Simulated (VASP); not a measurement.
A run of VASP 6.6.1:

File INCAR:

```
PREC     = Accurate       # precision mode
ENCUT    = 500            # plane-wave cutoff, eV
EDIFF    = 1E-7           # SCF threshold, eV
ISMEAR   = 0              # smearing method
SIGMA    = 0.1            # smearing width, eV
LREAL    = False          # projectors in reciprocal space
LASPH    = True           # aspherical terms in the spheres
NELM     = 120            # most SCF steps
ALGO     = Normal         # electronic algorithm
ISIF     = 3              # what is computed and relaxed
LWAVE    = False          # write WAVECAR
LCHARG   = False          # write CHGCAR
GGA      = PE             # functional
IBRION   = 2              # ionic algorithm
NSW      = 100            # ionic steps
EDIFFG   = -0.01          # ionic threshold
GGA_COMPAT= False        
NELMIN   = 4
```

File KPOINTS:

```
regular mesh
0
Gamma
  6 6 6
```

Contents of POSCAR:

```
Sn2Sb3
1.0
    3.7143561862      2.1444845439      7.2454963576
   -3.7143561862      2.1444845439      7.2454963576
    0.0000000000     -4.2889690879      7.2454963576
Sn Sb
4 6
Direct
    0.3639464877      0.3639464877      0.3639464877
    0.1360535123      0.1360535123      0.1360535123
    0.6360535123      0.6360535123      0.6360535123
    0.8639464877      0.8639464877      0.8639464877
    0.5004243789      0.9995756211      0.2500000000
    0.2500000000      0.5004243789      0.9995756211
    0.9995756211      0.2500000000      0.5004243789
    0.4995756211      0.0004243789      0.7500000000
    0.7500000000      0.4995756211      0.0004243789
    0.0004243789      0.7500000000      0.4995756211
```

Potentials or basis: VASP PAW PBE potentials, release 64 (Sn_d, Sb).

The run is started by

```console
$ cat potpaw_PBE.64/Sn_d/POTCAR potpaw_PBE.64/Sb/POTCAR > POTCAR
$ mpirun -np 1 vasp_std > vasp.out
```

Hardware: 1 thread of Intel(R) Xeon(R) Platinum 8488C (Sapphire Rapids), with other jobs on the host.

How long does it take, and how much memory?

Wall time 96 min on 1 thread of Intel(R) Xeon(R) Platinum 8488C (Sapphire Rapids), on a shared host, peak memory 0.9 GiB. Counts: scf iterations 103, k points 32, ion steps 12.
